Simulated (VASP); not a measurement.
Input of a VASP 6.6.1 run:

File INCAR:

```
PREC = Accurate ; ENCUT = 520
EDIFF = 1E-6 ; ISMEAR = -1
SIGMA = 0.05 ; LREAL = False
LASPH = True ; NELM = 80
ALGO = Normal ; ISIF = 2
LWAVE = False ; LCHARG = True
GGA = PE ; LELF = True
LVHAR = True ; NBANDS = 16
```

The input KPOINTS:

```
regular mesh
0
Gamma
  6 6 6
```

Contents of POSCAR:

```
AlC3
1.0
    3.1879323821      0.0000000000      0.0000000000
    0.0000000000      3.1879323821      0.0000000000
    0.0000000000      0.0000000000      3.1879323821
Al C
1 3
Direct
    0.0000000000      0.0000000000      0.0000000000
    0.0000000000      0.5000000000      0.5000000000
    0.5000000000      0.0000000000      0.5000000000
    0.5000000000      0.5000000000      0.0000000000
```

Potentials or basis: VASP PAW PBE potentials, release 64 (Al, C).

The run is started by

```bash
$ cat potpaw_PBE.64/Al/POTCAR potpaw_PBE.64/C/POTCAR > POTCAR
$ mpirun -np 1 vasp_std > vasp.out
```

What does it give for the pressure?

5.0 GPa.
